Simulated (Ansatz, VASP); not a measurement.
Two plane-wave programs on CoO

```
Co O
1.0
     0.00000    2.14890    2.14890
     2.14890    0.00000    2.14890
     2.14890    2.14890    0.00000
Co O
1 1
Direct
  0.00000 0.00000 0.00000
  0.25000 0.25000 0.25000
```

Alike in both runs: functional PBEsol; k mesh 16 × 16 × 16; occupations gaussian, width 0.1 eV; no spin polarisation.

Ansatz relaxed the structure, and its values are those at the end. VASP's run is a single point on that final structure, the one shown.

```csv
,VASP,Ansatz
version,VASP 6.6.1,Ansatz 0.2.0
potentials or method,"VASP PAW PBE potentials, release 64 (Co, O), cutoff 520 eV","scalar-relativistic, plane waves, PAW"
valence electrons in the cell,15,23
```

|  | VASP | Ansatz | Ansatz less VASP |
| --- | --- | --- | --- |
| gap on the k mesh at the Fermi level (eV) | none | none | - |
| pressure (GPa) | 0.0 | 0.0 | +0.01 |

VASP's potentials were made for PBE, not for PBEsol. A gap of «none» marks a metal or a gap that the smearing closes. The functional is the same, so the differences come from potentials, cutoffs and numerics. VASP's potentials hold 15 valence electrons a cell and Ansatz's 23, so a difference there can come from the potentials and not from the codes.
